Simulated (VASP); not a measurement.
A run of VASP 6.6.1 is set up as follows.

INCAR

```
PREC = Accurate
ENCUT = 600
EDIFF = 1E-6
ISMEAR = 0
SIGMA = 0.02
LREAL = F
LASPH = T
NELM = 80
ALGO = Normal
ISIF = 4
LWAVE = F
LCHARG = F
GGA = PS
IVDW = 12
IBRION = 2
NSW = 50
EDIFFG = -0.01
```

File KPOINTS:

```
Automatic mesh
0
Gamma
  12 12 4
```

The input POSCAR:

```
WS2
1.0
    3.0831287327      0.0000000000      0.0000000000
   -1.5415643663      2.6700678056      0.0000000000
    0.0000000000      0.0000000000     11.6581006325
W S
2 4
Direct
    0.3333333333      0.6666666667      0.7498630965
    0.6666666667      0.3333333333      0.2501369035
    0.3333333333      0.6666666667      0.1166360657
    0.6666666667      0.3333333333      0.6163640561
    0.3333333333      0.6666666667      0.3836359439
    0.6666666667      0.3333333333      0.8833639343
```

Potentials or basis: VASP PAW PBE potentials, release 64 (W_sv, S).

Command:

```console
$ cat potpaw_PBE.64/W_sv/POTCAR potpaw_PBE.64/S/POTCAR > POTCAR
$ mpirun -np 1 vasp_std > vasp.out
```

Problem. Predict the dispersion energy per atom.

Solution. -0.430 eV.

Problem. Predict the band gap on the k mesh.

Solution. 0.55 eV (least direct gap 1.97 eV).

The path:
```tsv
step	energy change (eV)	largest force (eV/Å)	pressure (GPa)	volume (Å³)
1	0.0000	0.5964	6.38	95.97
2	-0.0252	0.1126	2.72	95.97
3	-0.0271	0.0367	3.46	95.97
4	-0.0354	0.0164	2.83	95.97
5	-0.0361	0.0071	2.58	95.97
```

Caveat: the PAW data sets were made with another functional, which shifts forces and pressure a little; spin-orbit coupling is left out, which moves the levels of the heavy elements. A k mesh can miss the band edges.
